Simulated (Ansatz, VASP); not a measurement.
**PbS: VASP beside Ansatz**

```
Pb S
1.0
     3.83634    0.00000    0.00000
     0.00000    3.83634    0.00000
     0.00000    0.00000    3.65366
Pb S
1 1
Cartesian
  0.0000 0.0000 0.0000
  1.9182 1.9182 1.8268
```

Change from the starting cell: strain +0.050 along x and y, +0.000 along z, atoms carried along.

Alike in both runs: task single point; functional PBEsol; k mesh 14 × 14 × 14; occupations gaussian, width 0.15 eV; no spin polarisation.

```csv
,VASP,Ansatz
version,VASP 6.6.1,Ansatz 0.2.0
potentials or method,"VASP PAW PBE potentials, release 64 (Pb_d, S), cutoff 520 eV","scalar-relativistic, plane waves, PAW"
valence electrons in the cell,20,20
```

|  | VASP | Ansatz | Ansatz less VASP |
| --- | --- | --- | --- |
| gap on the k mesh at the Fermi level (eV) | none | none | - |
| pressure (GPa) | -7.2 | -7.2 | +0.04 |
| traceless stress, the component that is largest in VASP (GPa) | 2.20 | 2.20 | +0.002 |

VASP's potentials were made for PBE, not for PBEsol. A gap of «none» marks a metal or a gap that the smearing closes.

Spin-orbit coupling is off throughout.
